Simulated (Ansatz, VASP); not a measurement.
# Na: VASP beside Ansatz

POSCAR

```
Na
1.0
   -2.1125000000      2.1125000000      2.1125000000
    2.1125000000     -2.1125000000      2.1125000000
    2.1125000000      2.1125000000     -2.1125000000
Na
1
Direct
    0.0000000000      0.0000000000      0.0000000000
```

INCAR.step1

```
ALGO = Normal
EDIFF = 1E-4
ENCUT = 520
GGA = PE
ISMEAR = 0
LASPH = True
LCHARG = False
LREAL = False
LWAVE = True
NBANDS = 10
NELM = 100
PREC = Accurate
SIGMA = 0.03
```

INCAR.step2

```
ALGO = Normal
EDIFF = 1E-7
ENCUT = 520
ISIF = 2
ISMEAR = 0
ISTART = 1
LASPH = True
LCHARG = False
LMIXTAU = True
LREAL = False
LWAVE = False
METAGGA = R2SCAN
NBANDS = 10
NELM = 100
PREC = Accurate
SIGMA = 0.03
```

KPOINTS

```
k-points
0
Gamma
  11 11 11
```

Input for Ansatz:

```yaml
crystal:
  lattice:
    - [-2.1125, 2.1125, 2.1125]
    - [2.1125, -2.1125, 2.1125]
    - [2.1125, 2.1125, -2.1125]
  atoms:
    - { symbol: Na, position: [0.0, 0.0, 0.0] }
hamiltonian:
  xc: r2scan
  pseudopotentials:
    kind: paw
    azcp:
      Na: "pseudopotentials/Na.paw.azcp"
basis:
  ecutwfc: 500
  fft_grid_basis: typed
kpoints:
  mp_grid: { grid: [11, 11, 11], shift: [0, 0, 0] }
magnetization:
  spin_polarized: false
scf:
  occupations: { method: gaussian, width: 0.03 }
  lower_state_search: "off"
output:
  stress: true
```

Alike in both runs: task single point; functional r2SCAN; k mesh 11 × 11 × 11; occupations gaussian, width 0.03 eV; no spin polarisation.

```csv
,VASP,Ansatz
version,VASP 6.6.1,Ansatz 0.2.0
potentials or method,"VASP PAW PBE potentials, release 64 (Na_pv), cutoff 520 eV","plane waves (500 eV) with PAW, scalar-relativistic"
valence electrons in the cell,7,9
```

|  | VASP | Ansatz | Ansatz less VASP |
| --- | --- | --- | --- |
| pressure (GPa) | 0.1 | 0.0 | -0.09 |

VASP's potentials were made for PBE, not for r2SCAN. VASP's potentials hold 7 valence electrons a cell and Ansatz's 9, so a difference there can come from the potentials and not from the codes.
